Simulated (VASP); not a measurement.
A run of VASP 6.6.1 is set up as follows.

INCAR

```
SYSTEM = CaB6
ALGO = Normal
EDIFF = 1E-6
ENCUT = 520
GGA = PE
ISIF = 2
ISMEAR = 0
LASPH = .True.
LCHARG = .False.
LREAL = .False.
LWAVE = .False.
NBANDS = 23
NELM = 60
PREC = Accurate
SIGMA = 0.01
```

The input KPOINTS:

```
k-points
0
Gamma
  8 8 8
  0 0 0
```

File POSCAR:

```
CaB6
1.0
    4.0195484151      0.0000000000      0.0000000000
    0.0000000000      4.0195484151      0.0000000000
    0.0000000000      0.0000000000      4.0195484151
Ca B
1 6
Direct
    0.0000000000      0.0000000000      0.0000000000
    0.2000636207      0.5000000000      0.5000000000
    0.5000000000      0.2000636207      0.5000000000
    0.7999363793      0.5000000000      0.5000000000
    0.5000000000      0.7999363793      0.5000000000
    0.5000000000      0.5000000000      0.2000636207
    0.5000000000      0.5000000000      0.7999363793
```

Potentials or basis: VASP PAW PBE potentials, release 64 (Ca_sv, B).

The run is started by

```console
$ cat potpaw_PBE.64/Ca_sv/POTCAR potpaw_PBE.64/B/POTCAR > POTCAR
$ mpirun -np 1 vasp_std > vasp.out
```

Problem. Predict the pressure.

Solution. 16.7 GPa.

Problem. What does it give for the band gap on the k mesh?

Solution. 0.06 eV, direct.

Forces in eV/Å, atoms in the order of the input:
```
Ca   0.000  0.000  0.000
B   -0.023  0.000  0.000
B    0.000 -0.023  0.000
B    0.023  0.000  0.000
B    0.000  0.023  0.000
B    0.000  0.000 -0.023
B    0.000  0.000  0.023
```

 A k mesh can miss the band edges.
